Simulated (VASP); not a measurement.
# TaN (Fm-3m) in VASP: a series of runs

Runs on TaN. Level: RPBE+D4. Tasks: single point, relaxation of cell and atoms.

Everything below comes from runs of VASP 6.6.1. Logs are shortened: lines on timing, memory, paths and dates and some standing lists are left out, and cuts for length are marked.

### 1 The cell of the first run

It takes space group Fm-3m (No. 225, cubic). The conventional cell has a = 4.389 Å, b = 4.389 Å, c = 4.389 Å, α = 90.00°, β = 90.00°, γ = 90.00°. Ta (site symmetry m-3m) has 6 N at 2.19 Å within 2.9 Å. N (site symmetry m-3m) has 6 Ta at 2.19 Å within 2.9 Å.

### 2 Single point, RPBE+D4

Input file INCAR:

```
PREC = Accurate ; ENCUT = 520
EDIFF = 1E-7 ; ISMEAR = -1
SIGMA = 0.05 ; LREAL = False
LASPH = True ; NELM = 80
ALGO = Normal ; ISIF = 2
LWAVE = False ; LCHARG = False
GGA = RP ; IVDW = 13
NBANDS = 15
```

Input file KPOINTS:

```
Automatic mesh
0
Gamma
  10 10 10
```

Input file POSCAR:

```
TaN
1.0
    0.0000000000      2.1943494583      2.1943494583
    2.1943494583      0.0000000000      2.1943494583
    2.1943494583      2.1943494583      0.0000000000
Ta N
1 1
Direct
    0.5000000000      0.5000000000      0.5000000000
    0.0000000000      0.0000000000      0.0000000000
```

Potentials or basis: VASP PAW PBE potentials, release 64 (Ta_pv, N).

On the command line:

```
cat potpaw_PBE.64/Ta_pv/POTCAR potpaw_PBE.64/N/POTCAR > POTCAR
mpirun -np 1 vasp_std > vasp.out
```

OUTCAR:

```text
PREC = Accurate
   ENCUT = 520
   EDIFF = 1E-7
   ISMEAR = -1
   LREAL = False
   LASPH = True
   NELM = 80
   ISIF = 2
   GGA = RP
   IVDW = 13

 ion  position               nearest neighbor table
   1  0.500  0.500  0.500-   2 2.19   2 2.19   2 2.19   2 2.19   2 2.19   2 2.19
   2  0.000  0.000  0.000-   1 2.19   1 2.19   1 2.19   1 2.19   1 2.19   1 2.19

  LATTYP: Found a face centered cubic cell.
 ALAT       =     4.3886989166

  Lattice vectors:

 A1 = (   0.0000000000,   2.1943494583,   2.1943494583)
 A2 = (   2.1943494583,   0.0000000000,   2.1943494583)
 A3 = (   2.1943494583,   2.1943494583,   0.0000000000)

Analysis of symmetry for initial positions (statically):
=====================================================================
 Subroutine PRICEL returns:
 Original cell was already a primitive cell.

 Routine SETGRP: Setting up the symmetry group for a
 face centered cubic supercell.

 Subroutine GETGRP returns: Found 48 space group operations
 (whereof 48 operations were pure point group operations)
 out of a pool of 48 trial point group operations.

The static configuration has the point symmetry O_h .

Analysis of symmetry for dynamics (positions and initial velocities):
=====================================================================
 Subroutine PRICEL returns:
 Original cell was already a primitive cell.

 Routine SETGRP: Setting up the symmetry group for a
 face centered cubic supercell.

 Subroutine GETGRP returns: Found 48 space group operations
 (whereof 48 operations were pure point group operations)
 out of a pool of 48 trial point group operations.

The dynamic configuration has the point symmetry O_h .

 Subroutine INISYM returns: Found 48 space group operations
 (whereof 48 operations are pure point group operations),
 and found     1 'primitive' translations

----------------------------------------------------------------------------------------

                                     Primitive cell

  volume of cell :      21.1323

  direct lattice vectors                    reciprocal lattice vectors
     0.000000000  2.194349458  2.194349458    -0.227857964  0.227857964  0.227857964
     2.194349458  0.000000000  2.194349458     0.227857964 -0.227857964  0.227857964
     2.194349458  2.194349458  0.000000000     0.227857964  0.227857964 -0.227857964

  length of vectors
     3.103278765  3.103278765  3.103278765     0.394661571  0.394661571  0.394661571

  position of ions in fractional coordinates (direct lattice)
     0.500000000  0.500000000  0.500000000
     0.000000000  0.000000000  0.000000000

  ion indices of the primitive-cell ions
   primitive index   ion index
                 1           1
                 2           2

----------------------------------------------------------------------------------------

 KPOINTS: Automatic mesh

Automatic generation of k-mesh.
 Grid dimensions read from file:
 generate k-points for:   10   10   10

 Generating k-lattice:

  Cartesian coordinates                     Fractional coordinates (reciprocal lattice)
    -0.022785796  0.022785796  0.022785796     0.100000000  0.000000000  0.000000000
     0.022785796 -0.022785796  0.022785796     0.000000000  0.100000000  0.000000000
     0.022785796  0.022785796 -0.022785796     0.000000000  0.000000000  0.100000000

  Length of vectors
     0.039466157  0.039466157  0.039466157

  Shift w.r.t. Gamma in fractional coordinates (k-lattice)
     0.000000000  0.000000000  0.000000000

 Subroutine IBZKPT returns following result:
 ===========================================

 Found     47 irreducible k-points:

 Following reciprocal coordinates:
            Coordinates               Weight
  0.000000  0.000000  0.000000      1.000000
  0.100000  0.000000  0.000000      8.000000
  0.200000  0.000000  0.000000      8.000000
  0.300000  0.000000  0.000000      8.000000
  0.400000  0.000000  0.000000      8.000000
  0.500000  0.000000  0.000000      4.000000
[... 16 lines left out ...]
  0.300000  0.300000  0.000000      6.000000
  0.400000  0.300000  0.000000     24.000000
 [... further k-points ...]
   k-points           NKPTS =     47   k-points in BZ     NKDIM =     47   number of bands    NBANDS=     15
   number of dos      NEDOS =    301   number of ions     NIONS =      2
   total plane-waves  NPLWV =  13824
   dimension x,y,z NGX =    24 NGY =   24 NGZ =   24
   dimension x,y,z NGXF=    48 NGYF=   48 NGZF=   48
   ions per type =               1   1
   NGX,Y,Z   is equivalent  to a cutoff of  12.86, 12.86, 12.86 a.u.
   NGXF,Y,Z  is equivalent  to a cutoff of  25.71, 25.71, 25.71 a.u.
 SYSTEM =  unknown system
   PREC   = accura    normal or accurate (medium, high low for compatibility)
   ISTART =      0    job   : 0-new  1-cont  2-samecut
   ICHARG =      2    charge: 1-file 2-atom 10-const
   ISPIN  =      1    spin polarized calculation?
   LNONCOLLINEAR =      F non collinear calculations
   LSORBIT =      F    spin-orbit coupling
   LASPH  =      T    aspherical Exc in radial PAW
   ENCUT  =  520.0 eV  38.22 Ry    6.18 a.u.   5.77  5.77  5.77*2*pi/ulx,y,z
   NELM   =     80;   NELMIN=  2; NELMDL= -5     # of ELM steps
   EDIFF  = 0.1E-06   stopping-criterion for ELM
   LREAL  =      F    real-space projection
   EDIFFG = 0.1E-05   stopping-criterion for IOM
   NSW    =      0    number of steps for IOM
   IBRION =     -1    ionic relax: 0-MD 1-quasi-New 2-CG
   NFREE  =      0    steps in history (QN), initial steepest desc. (CG)
   ISIF   =      2    stress and relaxation
   ISYM   =      2    0-nonsym 1-usesym 2-fastsym
   POTIM  = 0.5000    time-step for ionic-motion
   TEBEG  =    0.0;   TEEND  =   0.0 temperature during run
   PSTRESS=    0.0 pullay stress
   NELECT =      16.0000    total number of electrons
   NUPDOWN=      -1.0000    fix difference up-down
   EMIN   =  10.00;   EMAX   =-10.00  energy-range for DOS
   EFERMI =   0.00;   METHOD = LEGACY
   ISMEAR =    -1;   SIGMA  =   0.05  broadening in eV -4-tet -1-fermi 0-gaus
   EFERMI_NEDOS =   21; number of points for ismear=-14 and -15
   IALGO  =     38    algorithm
   IMIX   =      4    mixing-type and parameters
     AMIX     =   0.40;   BMIX     =  1.00
     AMIX_MAG =   1.60;   BMIX_MAG =  1.00
  volume/ion in A,a.u.               =      10.57        71.30
  Fermi-wavevector in a.u.,A,eV,Ry     =   1.492104  2.819667 30.291654  2.226374
  Thomas-Fermi vector in A             =   2.604674
   LORBIT       =      0    0 simple, 1 ext, 2 COOP (PROOUT), +10 PAW based schemes
   GGA     = RP    functional components
   LHFCALC =     F    Hartree Fock is set to
   AEXX    =    0.0000 exact exchange contribution
   IVDW    =    13    specifies the selected vdW correction
   LEPSILON=     F    determine dielectric tensor
   LRPA    =     F    only Hartree local field effects (RPA)
 non-spin polarized calculation
  energy-cutoff  :      520.00
  volume of cell :       21.13
 maximum number of plane-waves:       588
   NGX = 11   NGY = 11   NGZ = 11

 number of electron      16.0000002 magnetization

 Free energy of the ion-electron system (eV)
  ---------------------------------------------------
  ext. energy  EPLUGINS =         0.00000000
  ---------------------------------------------------
  free energy    TOTEN  =       -20.77014883 eV

  energy without entropy =      -20.76444815  energy(sigma->0) =      -20.76729849

 E-fermi :   9.7557     XC(G=0): -13.4113

 val. band max:        9.6568309461   @ k =  -0.2000   0.2000   0.0000
 cond. band min:       9.7923278970   @ k =  -0.3000   0.3000   0.1000
 fundamental gap:      0.1354969509
 Fermi energy:         9.7557068608

 k-point     1 :       0.0000    0.0000    0.0000
  band No.  band energies     occupation
      1     -26.0927      2.00000
      2     -26.0927      2.00000
      3     -26.0927      2.00000
      4      -9.2538      2.00000
      5       5.8796      2.00000
      6       5.8796      2.00000
      7       5.8796      2.00000
      8       7.6054      2.00000
      9       7.6054      2.00000
     10       7.6054      2.00000
     11       9.7992      0.59037
     12       9.7992      0.59036
     13      11.2679      0.00000
     14      19.0974      0.00000
     15      22.1347      0.00000

 k-point     2 :       0.1000    0.0000    0.0000
  band No.  band energies     occupation
      1     -26.1820      2.00000
      2     -26.1008      2.00000
      3     -26.1008      2.00000
      4      -9.0127      2.00000
      5       4.7650      2.00000
      6       5.1287      2.00000
      7       5.1287      2.00000
      8       7.9669      2.00000
      9       7.9669      2.00000
     10       8.0372      2.00000
     11      10.7254      0.00000
     12      10.7254      0.00000
     13      11.9762      0.00000
     14      19.8363      0.00000
     15      22.1344      0.00000

 k-point     3 :       0.2000    0.0000    0.0000
  band No.  band energies     occupation
      1     -26.4085      2.00000
      2     -26.1219      2.00000
      3     -26.1219      2.00000
      4      -8.3556      2.00000
      5       2.9191      2.00000
      6       3.9293      2.00000
      7       3.9293      2.00000
      8       8.5857      2.00000
      9       8.7877      2.00000
     10       8.7877      2.00000
     11      12.6333      0.00000
     12      12.6333      0.00000
     13      13.4473      0.00000
     14      21.5429      0.00000
     15      22.1344      0.00000
[... 343 lines left out ...]
 k-point    23 :       0.3000    0.3000    0.0000
  band No.  band energies     occupation
      1     -26.6069      2.00000
      2     -26.2820      2.00000
      3     -26.2820      2.00000
      4      -7.8316      2.00000
      5       1.5101      2.00000
      6       4.8017      2.00000
      7       4.8017      2.00000
      8       5.1200      2.00000
      9      11.0568      0.00000
     10      12.1732      0.00000
     11      12.1732      0.00000
     12      12.6974      0.00000
     13      18.1272      0.00000
     14      22.1233      0.00000
     15      22.8418      0.00000

 k-point    24 :       0.4000    0.3000    0.0000
  band No.  band energies     occupation
      1     -26.7095      2.00000
      2     -26.3382      2.00000
      3     -26.3121      2.00000
      4      -7.6968      2.00000
      5       1.7334      2.00000
      6       3.7955      2.00000
      7       4.4887      2.00000
      8       5.8274      2.00000
      9      11.9282      0.00000
     10      12.6818      0.00000
     11      12.7627      0.00000
     12      13.6566      0.00000
     13      18.2185      0.00000
     14      20.5032      0.00000
     15      22.1403      0.00000

 [... further k-points ...]

------------------------ aborting loop because EDIFF is reached ----------------------------------------

  DFT-D4 for vdW energy calculation

  Edisp (eV):   -1.25049

  FORCE on cell =-STRESS in cart. coord.  units (eV):
  Direction    XX          YY          ZZ          XY          YZ          ZX
  --------------------------------------------------------------------------------------
  -------------------------------------------------------------------------------------
  Total       0.09277     0.09277     0.09277    -0.00000     0.00000     0.00000
  in kB       7.03386     7.03386     7.03386    -0.00000     0.00000     0.00000
  external pressure =        7.03 kB  Pullay stress =        0.00 kB

 VOLUME and BASIS-vectors are now :
 -----------------------------------------------------------------------------
  energy-cutoff  :      520.00
  volume of cell :       21.13
      direct lattice vectors                 reciprocal lattice vectors
     0.000000000  2.194349458  2.194349458    -0.227857964  0.227857964  0.227857964
     2.194349458  0.000000000  2.194349458     0.227857964 -0.227857964  0.227857964
     2.194349458  2.194349458  0.000000000     0.227857964  0.227857964 -0.227857964

 POSITION                                       TOTAL-FORCE (eV/Angst)
 -----------------------------------------------------------------------------------
      2.19435      2.19435      2.19435         0.000000      0.000000      0.000000
      0.00000      0.00000      0.00000        -0.000000     -0.000000     -0.000000
 -----------------------------------------------------------------------------------
    total drift:                                0.000000     -0.000000     -0.000000

  FREE ENERGIE OF THE ION-ELECTRON SYSTEM (eV)
  ---------------------------------------------------
  free  energy   TOTEN  =       -22.0206426879 eV

  energy  without entropy=      -22.0149420051  energy(sigma->0) =      -22.01779235
```

Run time: 22 s. Hardware: 1 thread of AMD EPYC 7R43 (Zen 3), shared host; peak memory 0.11 GiB.

Results:

- Free energy: -22.0206 eV
- Pressure: 0.7 GPa
- Band gap on the k mesh: zero (band 8 reaches 11.65 eV, above the bottom of band 9 at 7.61 eV)
- Dispersion energy per atom: -0.625 eV

Levels at points of the mesh, in eV from the Fermi level:
| k point | band 4 | band 5 | band 6 | band 7 | band 8 | band 9 | band 10 | band 11 | band 12 | band 13 |
| --- | --- | --- | --- | --- | --- | --- | --- | --- | --- | --- |
| (0.00, 0.00, 0.00) | -19.01 | -3.88 | -3.88 | -3.88 | -2.15 | -2.15 | -2.15 | 0.04 | 0.04 | 1.51 |
| (0.50, 0.00, 0.00) | -15.98 | -10.46 | -7.65 | -7.65 | 1.89 | 1.89 | 1.99 | 3.78 | 7.58 | 7.58 |
| (0.50, 0.50, 0.00) | -17.76 | -6.71 | -5.54 | -4.69 | -4.69 | 2.11 | 3.54 | 3.54 | 4.55 | 6.89 |

Caveat: the PAW data sets were made with another functional, which shifts forces and pressure a little; spin-orbit coupling is left out, which moves the levels of the heavy elements; pairwise dispersion overbinds metals, which lowers pressure and volume.

### 3 Relaxation of cell and atoms, RPBE+D4

This run uses another cell than the first one, of 10.81 Å³/atom, 1.023 times its volume.

Input file INCAR:

```
PREC = Accurate ; ENCUT = 600
EDIFF = 1E-6 ; ISMEAR = -1
SIGMA = 0.05 ; LREAL = F
LASPH = T ; NELM = 60
ALGO = Normal ; ISIF = 3
LWAVE = F ; LCHARG = F
GGA = RP ; IVDW = 13
IBRION = 2 ; NSW = 80
EDIFFG = -0.01
```

KPOINTS is that of step 2.

Input file POSCAR:

```
TaN
1.0
    0.0000000000      2.2113230000      2.2113230000
    2.2113230000      0.0000000000      2.2113230000
    2.2113230000      2.2113230000      0.0000000000
Ta N
1 1
Direct
    0.5000000000      0.5000000000      0.5000000000
    0.0000000000      0.0000000000      0.0000000000
```

Potentials or basis: VASP PAW PBE potentials, release 64 (Ta_pv, N).

On the command line:

```
cat potpaw_PBE.64/Ta_pv/POTCAR potpaw_PBE.64/N/POTCAR > POTCAR
mpirun -np 1 vasp_std > vasp.out
```

OUTCAR:

```text
PREC = Accurate
   ENCUT = 600
   EDIFF = 1E-6
   ISMEAR = -1
   LREAL = F
   LASPH = T
   NELM = 60
   ISIF = 3
   GGA = RP
   IVDW = 13
   IBRION = 2
   NSW = 80
   EDIFFG = -0.01

 ion  position               nearest neighbor table
   1  0.500  0.500  0.500-   2 2.21   2 2.21   2 2.21   2 2.21   2 2.21   2 2.21
   2  0.000  0.000  0.000-   1 2.21   1 2.21   1 2.21   1 2.21   1 2.21   1 2.21

  LATTYP: Found a face centered cubic cell.
 ALAT       =     4.4226460000

  Lattice vectors:

 A1 = (   0.0000000000,   2.2113230000,   2.2113230000)
 A2 = (   2.2113230000,   0.0000000000,   2.2113230000)
 A3 = (   2.2113230000,   2.2113230000,   0.0000000000)

Analysis of symmetry for initial positions (statically):
=====================================================================
 Subroutine PRICEL returns:
[... 225 lines left out ...]
      3     -25.4987      2.00000
      4      -9.1141      2.00000
      5       6.2586      2.00000
      6       6.2586      2.00000
      7       6.2586      2.00000
      8       7.9842      2.00000
      9       7.9842      2.00000
     10       7.9842      2.00000
     11      10.3137      0.51465
     12      10.3137      0.51456
[... 424 lines left out ...]
--------------------------------------- Ionic step        4  -------------------------------------------

 number of electron      16.0000000 magnetization

 Free energy of the ion-electron system (eV)
  ---------------------------------------------------
  ext. energy  EPLUGINS =         0.00000000
  ---------------------------------------------------
  free energy    TOTEN  =       -20.77578731 eV

  energy without entropy =      -20.77006958  energy(sigma->0) =      -20.77292845

 E-fermi :   9.7322     XC(G=0): -13.3995

 val. band max:        9.6338213372   @ k =  -0.2000   0.2000   0.0000
 cond. band min:       9.7687694305   @ k =  -0.3000   0.3000   0.1000
 fundamental gap:      0.1349480933
 Fermi energy:         9.7321888405

 k-point     1 :       0.0000    0.0000    0.0000
  band No.  band energies     occupation
      1     -26.1201      2.00000
      2     -26.1201      2.00000
      3     -26.1201      2.00000
      4      -9.2610      2.00000
      5       5.8620      2.00000
      6       5.8620      2.00000
      7       5.8620      2.00000
      8       7.5875      2.00000
      9       7.5875      2.00000
     10       7.5875      2.00000
     11       9.7752      0.59463
     12       9.7752      0.59461
[... 378 lines left out ...]
  FREE ENERGIE OF THE ION-ELECTRON SYSTEM (eV)
  ---------------------------------------------------
  free  energy   TOTEN  =       -22.0231745868 eV

  energy  without entropy=      -22.0174568618  energy(sigma->0) =      -22.02031572

 reached required accuracy - stopping structural energy minimisation
```

CONTCAR:

```text
TaN
   1.00000000000000
    -0.0000000000000000    2.1958616450192330    2.1958616450192330
     2.1958616450192330   -0.0000000000000000    2.1958616450192330
     2.1958616450192330    2.1958616450192330    0.0000000000000000
  Ta              N
     1     1
Direct
     0.5000000000000000    0.5000000000000000    0.5000000000000000
     0.0000000000000000    0.0000000000000000    0.0000000000000000

  0.00000000E+00  0.00000000E+00  0.00000000E+00
  0.00000000E+00  0.00000000E+00  0.00000000E+00
```

Wall time 66 s (1 thread of AMD EPYC 7R43 (Zen 3), shared host); peak memory 0.13 GiB.

Results:

* Free energy: -22.0232 eV
* Relaxed volume: 10.59 Å³/atom
* Relaxed cell: a = 3.105 Å, b = 3.105 Å, c = 3.105 Å, α = 60.00°, β = 60.00°, γ = 60.00°
* Space group after relaxing (to 0.05 Å): Fm-3m (No. 225)
* Energy gained by relaxing: 4.9 meV/atom
* Ionic steps: 4
* Pressure after relaxing: 0.0 GPa
* Band gap on the k mesh: zero (band 8 reaches 11.62 eV, above the bottom of band 9 at 7.59 eV)
* Dispersion energy per atom: -0.624 eV

Step by step:
| step | energy change (eV) | largest force (eV/Å) | pressure (GPa) | volume (Å³) |
| --- | --- | --- | --- | --- |
| 1 | 0.0000 | 0.0000 | -6.78 | 21.63 |
| 2 | 0.0346 | 0.0000 | 17.03 | 20.23 |
| 3 | -0.0098 | 0.0000 | 0.51 | 21.14 |
| 4 | -0.0098 | 0.0000 | 0.00 | 21.18 |

Final structure:
```
Ta N
1.0
     0.00000    2.19586    2.19586
     2.19586    0.00000    2.19586
     2.19586    2.19586    0.00000
Ta N
1 1
Cartesian
  2.1959 2.1959 2.1959
  0.0000 0.0000 0.0000
```

Caveat: the PAW data sets were made with another functional, which shifts forces and pressure a little; spin-orbit coupling is left out, which moves the levels of the heavy elements; pairwise dispersion overbinds metals, which lowers pressure and volume.
